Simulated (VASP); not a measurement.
Wanted: the native input for a VASP 6.6.1 run.

```
Task                   : single point
Functional             : PBE
Potentials or basis    : VASP PAW PBE potentials, release 64 (Zn, F)
Cutoff                 : 520 eV
k mesh                 : 6 × 4 × 2
Occupations            : gaussian, width 0.1 eV
Spin                   : collinear spin
Starting moments       : [0.0, 0.0, 0.0, 1.0, 1.0, 1.0, 1.0, 1.0, 1.0, 1.0, 1.0, 1.0] μB
Dipole correction      : no
Further INCAR settings : ALGO = Normal; EDIFF = 1e-06; NBANDS = 66
```

The structure of ZnF3 lies in POSCAR:

```
ZnF3
1.0
    3.8522538352      0.0000000000      0.0000000000
    0.0000000000      6.3144576050      0.0000000000
    0.0000000000      0.0000000000      7.7419027022
Zn F
3 9
Direct
    0.0000000000      0.0000000000      0.2512064295
    0.0000000000      0.0000000000      0.7487935705
    0.0000000000      0.5000000000      0.0000000000
    0.5000000000      0.0000000000      0.2595543316
    0.0000000000      0.0000000000      0.0000000000
    0.0000000000      0.0000000000      0.5000000000
    0.0000000000      0.6941436233      0.2084758796
    0.0000000000      0.3058563767      0.2084758796
    0.5000000000      0.0000000000      0.7404456684
    0.0000000000      0.6941436233      0.7915241204
    0.0000000000      0.3058563767      0.7915241204
    0.5000000000      0.5000000000      0.0000000000
```

The cell was generated, and may not be a known phase.

One way to write it, as run:

INCAR

```
ALGO     = Normal         # electronic algorithm
EDIFF    = 1E-6           # SCF threshold, eV
ENCUT    = 520            # plane-wave cutoff, eV
GGA      = PE             # functional
ISIF     = 2              # what is computed and relaxed
ISMEAR   = 0              # smearing method
ISPIN    = 2              # spin polarisation
KPAR     = 4            
LASPH    = True           # aspherical terms in the spheres
LCHARG   = True           # write CHGCAR
LORBIT   = 11             # projections on sites
LREAL    = False          # projectors in reciprocal space
LVHAR    = True         
LWAVE    = False          # write WAVECAR
MAGMOM   = 0 0 0 1 1 1 1 1 1 1 1 1 # initial moments
NBANDS   = 66             # bands
NELM     = 150            # most SCF steps
PREC     = Accurate       # precision mode
SIGMA    = 0.1            # smearing width, eV
```

KPOINTS

```
k-points
0
Gamma
  6 4 2
```

Potentials or basis: VASP PAW PBE potentials, release 64 (Zn, F).

Command:

```bash
$ cat potpaw_PBE.64/Zn/POTCAR potpaw_PBE.64/F/POTCAR > POTCAR
$ mpirun -np 4 vasp_std > vasp.out
```

Results of the run:

The pressure is 0.9 GPa, the largest force is 0.069 eV/Å and the net moment is 0.86 μB per cell. The site moments are Zn +0.04, +0.01 (each value once); F +0.04, +0.13, +0.01, +0.11, +0.03 (each value once) μB and the valence electrons inside the program's atomic spheres are Zn 10.65, 10.57 (each value once); F 6.05, 6.04, 6.06, 6.01 (each value once).

Caveat: the k points lie up to 0.41 Å⁻¹ apart; a moment this small can come from the mesh or the smearing.

It took 4.9 min on 4 MPI ranks on AMD EPYC 7R13 Processor (Zen 3), with other jobs on the host, peak memory 0.59 GiB a rank.
